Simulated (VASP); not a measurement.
A run of VASP 6.6.1:

The input INCAR:

```
SYSTEM = Al
ALGO = Normal
EDIFF = 1E-6
ENCUT = 520
ISIF = 2
ISMEAR = 0
LASPH = .True.
LCHARG = .True.
LELF = .True.
LREAL = .False.
LVHAR = .True.
LWAVE = .False.
NBANDS = 8
NELM = 100
PREC = Accurate
SIGMA = 0.15
```

The input KPOINTS:

```
k-points
0
Gamma
  22 22 22
  0 0 0
```

Contents of POSCAR:

```
Al
1.0
    0.0000000000      2.0810232911      1.9145414278
    2.0810232911      0.0000000000      1.9145414278
    2.0810232911      2.0810232911      0.0000000000
Al
1
Direct
    0.0000000000      0.0000000000      0.0000000000
```

Potentials or basis: VASP PAW LDA potentials, release 64 (Al).

The run is started by

```bash
$ cat potpaw_LDA.64/Al/POTCAR > POTCAR
$ mpirun -np 1 vasp_std > vasp.out
```

Hardware: 1 thread of Intel Xeon 8259CL, with other jobs on the host.

Question: How long does it take, and how much memory?

Answer: Wall time 92 s on 1 thread of Intel Xeon 8259CL, with other jobs on the host, peak memory 0.2 GiB. Counts: scf iterations 9, k points 834.
